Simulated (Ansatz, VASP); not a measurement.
## HfVS3: VASP beside Ansatz

```
Hf V S
1.0
     3.43858    0.00000    0.00000
     0.00000    3.43858    0.00000
     0.00000    0.00000    7.95544
Hf V S
1 1 3
Cartesian
  0.0000 0.0000 3.9777
  1.7193 1.7193 0.0000
  0.0000 0.0000 1.3831
  0.0000 0.0000 6.5723
  1.7193 1.7193 3.9777
```

Alike in both runs: functional PBE; k mesh 6 × 6 × 2; occupations gaussian, width 0.1 eV; collinear spin.

Ansatz relaxed the structure, and its values are those at the end. VASP's run is a single point on that final structure, the one shown.

|  | VASP | Ansatz |
| --- | --- | --- |
| version | VASP 6.6.1 | Ansatz 0.2.0 |
| potentials or method | VASP PAW PBE potentials, release 64 (Hf_pv, V_sv, S), cutoff 520 eV | scalar-relativistic, plane waves, PAW |
| valence electrons in the cell | 41 | 57 |

Ansatz gave:

* gap on the k mesh at the Fermi level (eV): none
* pressure (GPa): 0.0
* rms of the force components (eV/Å): 0.003
* net moment per atom (μB): 0.46
* size of the moment on the site where the two differ most (μB): 0.02

What did VASP give for the same quantities?

gap on the k mesh at the Fermi level (eV): none; pressure (GPa): -0.2; rms of the force components (eV/Å): 0.016; net moment per atom (μB): 0.47; size of the moment on the site where the two differ most (μB): 0.04.

Site moments also hang on the region over which each program counts them. A gap of «none» marks a metal or a gap that the smearing closes. The functional is the same, so the differences come from potentials, cutoffs and numerics. VASP's potentials hold 41 valence electrons a cell and Ansatz's 57, so a difference there can come from the potentials and not from the codes.

The k mesh is coarse, so the values compare programs but aren't converged. Neither program's run includes spin-orbit coupling.
